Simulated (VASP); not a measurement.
**CdTe: single point with r2SCAN**

Crystal: CdTe.

```
Cd Te
1.0
     0.00000    3.27996    3.27996
     3.27996    0.00000    3.27996
     3.27996    3.27996    0.00000
Cd Te
1 1
Cartesian
  0.0000 0.0000 0.0000
  1.6400 1.6400 1.6400
```

```
Program             : VASP 6.6.1
Task                : single point
Functional          : r2SCAN
Potentials or basis : VASP PAW PBE potentials, release 64 (Cd, Te)
Cutoff              : 520 eV
k mesh              : 6 × 6 × 6
Occupations         : gaussian, width 0.01 eV
Spin                : no spin polarisation
```

```
Pressure               : 0.1 GPa
Band gap on the k mesh : 1.15 eV, direct
```

Levels at points of the mesh, in eV from the valence-band top:
```csv
k point,band 5,band 6,band 7,band 8,band 9,band 10,band 11,band 12,band 13,band 14
"(0.00, 0.00, 0.00)",-8.19,-8.19,0.00,0.00,0.00,1.15,5.05,5.05,5.05,7.86
"(0.50, 0.00, 0.00)",-8.18,-7.84,-4.29,-0.74,-0.74,2.19,5.60,5.60,7.38,9.09
"(0.50, 0.50, 0.00)",-8.16,-7.70,-4.18,-1.79,-1.79,2.95,2.99,9.25,9.63,9.63
```

It took 54 s on 1 thread of Intel(R) Xeon(R) Platinum 8559C (Emerald Rapids), with other jobs on the host, peak memory 0.22 GiB.

Caveat: the PAW data sets were made with another functional, which shifts forces and pressure a little; spin-orbit coupling is left out, which moves the levels of the heavy elements. r2SCAN opens gaps a little over a GGA but as a rule still falls short of measured ones.
